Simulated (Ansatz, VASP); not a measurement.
# One calculation of Al, two programs

```
Al
1.0
    -1.54957    1.54957    1.59437
     1.54957   -1.54957    1.59437
     1.63917    1.63917   -1.59437
Al
1
Direct
  0.00000 0.00000 0.00000
```

Change from the starting cell: strain +0.0562 x Voigt [0, 0, 0, 0, 0, 1], atoms carried along.

Alike in both runs: task single point; functional r2SCAN; k mesh 26 × 26 × 26; occupations gaussian, width 0.15 eV; no spin polarisation.

|  | VASP | Ansatz |
| --- | --- | --- |
| version | VASP 6.6.1 | Ansatz 0.2.0 |
| potentials or method | VASP PAW PBE potentials, release 64 (Al), cutoff 520 eV | scalar-relativistic, plane waves, PAW |
| valence electrons in the cell | 3 | 3 |

```csv
,VASP,Ansatz,Ansatz less VASP
gap on the k mesh at the Fermi level (eV),none,none,-
pressure (GPa),0.0,0.3,+0.31
"traceless stress, the component that is largest in VASP (GPa)",-3.17,-3.17,-0.007
```

VASP's potentials were made for PBE, not for r2SCAN. A gap of «none» marks a metal or a gap that the smearing closes. With one functional, cell and mesh, what is left measures potentials, basis and numerics.
